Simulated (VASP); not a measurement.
# SiO2: single point with HSE06

The system is SiO2.

```xyz
3
Lattice="0.0000 2.2642 2.2642 2.3484 0.0000 2.2642 2.3484 2.2642 0.0000" Properties=species:S:1:pos:R:3 pbc="T T T"
Si    0.0000    0.0000    0.0000
O     1.1742    1.1321    1.1321
O     3.5226    3.3963    3.3963
```

This cell differs from its parent crystal: uniaxial x strain +3.7%.

```
Program                            : VASP 6.6.1
Task                               : single point
Functional                         : HSE06
Potentials or basis                : VASP PAW PBE potentials, release 64 (Si, O)
Cutoff                             : 520 eV
k mesh                             : 6 × 6 × 6
Occupations                        : gaussian, width 0.01 eV
Spin                               : no spin polarisation
Dipole correction                  : no
Grid for exact exchange (PRECFOCK) : Normal
Further INCAR settings             : ALGO = Normal; EDIFF = 1e-06; NBANDS = 15
Share of exact exchange            : 0.25
Screening parameter                : 0.2079 1/Å
```

```json
{
  "Pressure": "-13.8 GPa",
  "Band gap on the k mesh": "2.97 eV (least direct gap 3.10 eV)"
}
```

Stress tensor (GPa, compression positive):
```
-39.10   0.00   0.00
  0.00  -1.11   0.00
  0.00   0.00  -1.11
```

Levels at points of the mesh, in eV from the valence-band top:
| k point | band 5 | band 6 | band 7 | band 8 | band 9 | band 10 | band 11 | band 12 |
| --- | --- | --- | --- | --- | --- | --- | --- | --- |
| (0.00, 0.00, 0.00) | -5.96 | -3.08 | -2.24 | -2.24 | 2.97 | 7.27 | 7.27 | 7.57 |
| (0.50, 0.00, 0.00) | -5.45 | -5.39 | -4.83 | -4.68 | 7.28 | 11.10 | 11.50 | 11.94 |
| (0.50, 0.50, 0.00) | -8.58 | -1.59 | -0.88 | 0.00 | 3.10 | 9.25 | 12.86 | 14.45 |
| (0.00, 0.50, 0.50) | -8.46 | -1.05 | -1.05 | -0.45 | 3.77 | 9.83 | 12.72 | 14.20 |

Wall time 63 min on 1 thread of AMD EPYC 7R43 64-Core Processor (Zen 3), on a shared host, peak memory 0.21 GiB.

Caveat: the cell differs from its parent crystal (uniaxial x strain +3.7%); the stress differs along the axes, from -39 to -1 GPa; the structure was generated, so it needn't be the stable form of SiO2; the PAW data sets were made with another functional, which shifts forces and pressure a little. A k mesh can miss the band edges.
